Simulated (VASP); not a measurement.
Runs of VASP 6.6.1 on CaB6. The structure is that of space group Pm-3m (No. 221), or close to it. The cells are those of the table. 

| task | cell | k mesh | cutoff (eV) | smearing | gap on the mesh (eV) | pressure (GPa) | largest force (eV/Å) |
| --- | --- | --- | --- | --- | --- | --- | --- |
| single point | a = 4.063 Å, 7 atoms | 8 × 8 × 8 | 520 | gaussian 0.01 eV | (c) | 10.5 | 0.02 |
| single point | a = 4.144 Å, 7 atoms | 4 × 4 × 4 | 520 | gaussian 0.2 eV | 0.15 | 0.3 | 0.02 |
| single point | a = 3.975 Å, 7 atoms | 8 × 8 × 8 | 520 | gaussian 0.01 eV | (a) | 24.1 | (b) |
| relaxation of cell and atoms | relaxed from a = 4.047 Å, 7 atoms | 4 × 4 × 4 | 600 | gaussian 0.2 eV | 0.16 | 0.0 | 0.01 |
| single point | a = 4.148 Å, 7 atoms | 8 × 8 × 8 | 520 | gaussian 0.01 eV | 0.07 | 0.1 | 0.02 |

Alike in all rows: level PBE; potentials or basis VASP PAW PBE potentials, release 64 (Ca_sv, B); no spin polarisation.

**Question.** Estimate the missing entries.

**Answer.** (a) 0.14; (b) 0.03; (c) 0.02.

Caveats: the relaxation stopped at a loose force limit of 0.08 eV/Å, so its end isn't a converged minimum (some runs).

A k mesh can miss the band edges.
